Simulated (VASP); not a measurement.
A run of VASP 6.6.1:

The input INCAR:

```
SYSTEM = BC31
ALGO = Normal
EDIFF = 1E-6
ENCUT = 520
GGA = PS
GGA_COMPAT = .False.
ISIF = 2
ISMEAR = -1
LASPH = .True.
LCHARG = .True.
LELF = .True.
LREAL = Auto
LVHAR = .True.
LWAVE = .False.
NBANDS = 165
NELM = 120
PREC = Accurate
SIGMA = 0.05
```

Contents of KPOINTS:

```
Automatic mesh
0
Gamma
  2 2 2
  0.5 0.5 0.5
```

Contents of POSCAR:

```
BC31
1.0
    7.1076060000      0.0000000000      0.0000000000
    0.0000000000      7.1076060000      0.0000000000
    0.0000000000      0.0000000000      7.1076060000
C B
62 2
Direct
    0.0000040000      0.9997950000      0.9992570000
    0.0005970000      0.0003900000      0.4993000000
    0.0006150000      0.4998460000      0.9998620000
    0.0002820000      0.5001960000      0.4996470000
    0.5000610000      0.0004030000      0.9998580000
    0.5004060000      0.0000700000      0.4996500000
    0.5004120000      0.5002020000      0.9995210000
    0.1256680000      0.1254640000      0.1249020000
    0.1250790000      0.1248740000      0.6248540000
    0.1250550000      0.6254100000      0.1243100000
    0.1253980000      0.6250710000      0.6245130000
    0.6256180000      0.1248530000      0.1243070000
    0.6252770000      0.1251970000      0.6245090000
    0.6252660000      0.6250550000      0.1246500000
    0.2502190000      0.2500150000      0.9997630000
    0.2491170000      0.2489090000      0.4996010000
    0.2493010000      0.7500400000      0.0001950000
    0.2485280000      0.7519830000      0.4989900000
    0.7502540000      0.2490950000      0.0001900000
    0.7521970000      0.2483200000      0.4989810000
    0.7499310000      0.7497210000      0.9991990000
    0.7518300000      0.7516240000      0.4916310000
    0.3757460000      0.3755400000      0.1249760000
    0.3738470000      0.3736400000      0.6325340000
    0.3754230000      0.8761650000      0.1239750000
    0.3734850000      0.8769400000      0.6251740000
    0.8763710000      0.3752230000      0.1239690000
    0.8771500000      0.3732800000      0.6251670000
    0.8754540000      0.8752450000      0.1244040000
    0.8765630000      0.8763590000      0.6245590000
    0.2502110000      0.0003260000      0.2494630000
    0.2493120000      0.0007420000      0.7494820000
    0.2490760000      0.5001670000      0.2483010000
    0.2485500000      0.4995640000      0.7514430000
    0.7502350000      0.0007270000      0.2485520000
    0.7499230000      0.9997070000      0.7491790000
    0.7522040000      0.4995250000      0.2477510000
    0.7518910000      0.4922080000      0.7511480000
    0.3757620000      0.1255570000      0.3749780000
    0.3754400000      0.1245310000      0.8756100000
    0.3737820000      0.6330540000      0.3730180000
    0.3734750000      0.6257350000      0.8764140000
    0.8763630000      0.1245170000      0.3746760000
    0.8754640000      0.1249360000      0.8746960000
    0.8771260000      0.6256990000      0.3727190000
    0.8765960000      0.6250940000      0.8758700000
    0.0005370000      0.2500040000      0.2494560000
    0.0009550000      0.2491080000      0.7494770000
    0.0009380000      0.7500200000      0.2485540000
    0.9999180000      0.7497160000      0.7491830000
    0.5003800000      0.2488770000      0.2482960000
    0.4997750000      0.2483440000      0.7514400000
    0.4997410000      0.7519940000      0.2477530000
    0.4924160000      0.7516760000      0.7511550000
    0.1257620000      0.3755540000      0.3749750000
    0.1247330000      0.3752400000      0.8756090000
    0.1247190000      0.8761550000      0.3746820000
    0.1251420000      0.8752560000      0.8747010000
    0.6332660000      0.3735860000      0.3730120000
    0.6259390000      0.3732700000      0.8764090000
    0.6259060000      0.8769170000      0.3727220000
    0.6253020000      0.8763880000      0.8758720000
    0.4803240000      0.4801180000      0.4794540000
    0.6453580000      0.6451440000      0.6447070000
```

Potentials or basis: VASP PAW PBE potentials, release 64 (C, B).

Command:

```console
$ cat potpaw_PBE.64/C/POTCAR potpaw_PBE.64/B/POTCAR > POTCAR
$ mpirun -np 1 vasp_std > vasp.out
```

Hardware: 1 thread of AMD EPYC 7R13, on a shared host.

**Question.** Estimate the wall time of this run.

**Answer.** It took 16 min on 1 thread of AMD EPYC 7R13 (shared host), peak memory 0.42 GiB. Counts: scf iterations 15, k points 4.
